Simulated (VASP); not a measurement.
Write the native input for VASP 6.6.1 that does the following.

```
Task                   : single point
Functional             : PBE
Potentials or basis    : VASP PAW PBE potentials, release 64 (Au, I)
Cutoff                 : 520 eV
k mesh                 : 12 × 12 × 4
Occupations            : gaussian, width 0.1 eV
Spin                   : no spin polarisation
Dipole correction      : no
Further INCAR settings : ALGO = Normal; EDIFF = 1e-07; NBANDS = 30
```

The structure of Au2I3 lies in POSCAR:

```
Au2I3
1.0
    4.3009995788      0.0000000000      0.0000000000
   -2.1504997894      3.7247748969      0.0000000000
    0.0000000000      0.0000000000     10.4522635054
Au I
2 3
Direct
    0.3333333333      0.6666666667      0.1739005087
    0.6666666667      0.3333333333      0.8260994913
    0.0000000000      0.0000000000      0.0000000000
    0.3333333333      0.6666666667      0.6873551046
    0.6666666667      0.3333333333      0.3126448954
```

These files were run (other wordings do the same):

INCAR

```
SYSTEM = Au2I3
PREC = Accurate
ENCUT = 520
EDIFF = 1E-7
ISMEAR = 0
SIGMA = 0.1
LREAL = .FALSE.
LASPH = .TRUE.
NELM = 100
ALGO = Normal
ISIF = 2
LWAVE = .FALSE.
LCHARG = .FALSE.
GGA = PE
NBANDS = 30
```

KPOINTS

```
Automatic mesh
0
G
  12 12 4
  0 0 0
```

Potentials or basis: VASP PAW PBE potentials, release 64 (Au, I).

The run is started by

```console
$ cat potpaw_PBE.64/Au/POTCAR potpaw_PBE.64/I/POTCAR > POTCAR
$ mpirun -np 1 vasp_std > vasp.out
```

It gave:

The pressure is -0.1 GPa and the largest force is 0.014 eV/Å.

Caveat: this functional lacks dispersion, which binds the layers, so the pressure and a relaxed spacing across them are unreliable; an odd number of electrons without spin polarisation forces a metal; a magnetic or distorted state may lie lower.

Run time: 4 min on 1 thread of Intel(R) Xeon(R) Platinum 8488C (Sapphire Rapids) (shared host), peak memory 0.45 GiB.
